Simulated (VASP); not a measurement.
The system is Al.

```xyz
3
Lattice="4.0260 0.0000 0.0000 0.0000 4.0260 0.0000 0.0000 0.0000 4.0260" Properties=species:S:1:pos:R:3 pbc="T T T"
Al    2.0130    2.0130    0.0000
Al    2.0130    0.0000    2.0130
Al    0.0000    2.0130    2.0130
```

- Program: VASP 6.6.1
- Task: relaxation of cell and atoms
- Functional: PBE
- Potentials or basis: VASP PAW PBE potentials, release 64 (Al)
- Cutoff: 500 eV
- k mesh: 6 × 6 × 6
- Occupations: gaussian, width 0.1 eV
- Spin: no spin polarisation

At the start: pressure -4.8 GPa; volume 21.75 Å³/atom.

Question: Where does the relaxation end?

Answer: Over 3 steps the energy falls by 29.5 meV/atom and the volume is 19.93 Å³/atom (-8.4 %); space group Pm-3m (No. 221, to 0.05 Å).

The path:
```tsv
step	energy change (eV)	largest force (eV/Å)	pressure (GPa)	volume (Å³)
1	0.0000	0.0000	-4.75	65.26
2	-0.0878	0.0000	0.50	59.35
3	-0.0884	0.0000	0.01	59.78
```

Final structure:
```xyz
3
Lattice="3.9100 0.0000 0.0000 0.0000 3.9100 0.0000 0.0000 0.0000 3.9100" Properties=species:S:1:pos:R:3 pbc="T T T"
Al    1.9550    1.9550    0.0000
Al    1.9550    0.0000    1.9550
Al    0.0000    1.9550    1.9550
```
